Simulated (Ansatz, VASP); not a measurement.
**BaTiO3: VASP beside Ansatz**

```
Ba Ti O
1.0
     4.02394    0.00000    0.00000
     0.00000    2.86542    2.84580
     0.00000   -2.86542    2.84580
Ba Ti O
1 1 3
Direct
  0.00000 0.00000 0.00000
  0.50000 0.50790 0.50790
  0.00000 0.49210 0.49210
  0.50000 0.50251 0.99371
  0.50000 0.99371 0.50251
```

Change from the starting cell: equal xx and yy strain of +1 %.

Alike in both runs: task single point; functional PBEsol; k mesh 8 × 8 × 8; occupations fermi-dirac, width 0.05 eV; no spin polarisation.

|  | VASP | Ansatz |
| --- | --- | --- |
| version | VASP 6.6.1 | Ansatz 0.2.0 |
| potentials or method | VASP PAW PBE potentials, release 64 (Ba_sv, Ti_sv, O), cutoff 520 eV | all-electron LAPW, scalar-relativistic |

Ansatz gave:

* pressure (GPa): -7.4
* traceless stress, the component that is largest in VASP (GPa): -0.82
* rms of the force components (eV/Å): 0.119

Problem. Which values does VASP return?

Solution. Pressure (GPa): -5.7; traceless stress, the component that is largest in VASP (GPa): -0.85; rms of the force components (eV/Å): 0.112.

VASP's potentials were made for PBE, not for PBEsol. Atom by atom the forces differ by 0.009 eV/Å (rms over components). Ansatz ran all-electron here, and VASP with PAW potentials.

Neither program's run includes spin-orbit coupling.
